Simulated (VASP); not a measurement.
Here is a VASP 6.6.1 calculation.

POSCAR

```
Cu
1.0
   -1.3757493825      1.3757493825      1.3757493825
    1.3757493825     -1.3757493825      1.3757493825
    1.3757493825      1.3757493825     -1.3757493825
Cu
1
Direct
    0.0000000000      0.0000000000      0.0000000000
```

INCAR.step1

```
SYSTEM = Cu
  PREC = Accurate
  ENCUT = 660
  ISMEAR = 0
  SIGMA = 0.05
  LREAL = .FALSE.
  LASPH = .TRUE.
  NELM = 120
  NBANDS = 12
  GGA = PE
  ALGO = Normal
  EDIFF = 1E-5
  LWAVE = .TRUE.
  LCHARG = .FALSE.
  GGA_COMPAT = .FALSE.
```

Contents of INCAR.step2:

```
SYSTEM = Cu
  PREC = Accurate
  ENCUT = 660
  EDIFF = 1E-6
  ISMEAR = 0
  SIGMA = 0.05
  LREAL = .FALSE.
  LASPH = .TRUE.
  NELM = 120
  ALGO = Normal
  ISIF = 2
  LWAVE = .FALSE.
  LCHARG = .TRUE.
  METAGGA = R2SCAN
  LMIXTAU = .TRUE.
  LELF = .TRUE.
  LVHAR = .TRUE.
  NBANDS = 12
  ISTART = 1
  GGA_COMPAT = .FALSE.
```

KPOINTS

```
regular mesh
0
G
  11 11 11
  0 0 0
```

Potentials or basis: VASP PAW PBE potentials, release 64 (Cu).

Launch:

```bash
$ cat potpaw_PBE.64/Cu/POTCAR > POTCAR
$ cp INCAR.step1 INCAR
$ mpirun -np 1 vasp_std > vasp.out
$ cp INCAR.step2 INCAR
$ mpirun -np 1 vasp_std > vasp.out
```

(1) Predict the band gap on the k mesh.

(2) Estimate the pressure.

Answers

(1) zero (an odd number of electrons rules out a gap without spin polarisation).

(2) 20.5 GPa.

Caveat: the cell stands under pressure; the PAW data sets were made with another functional, which shifts forces and pressure a little.
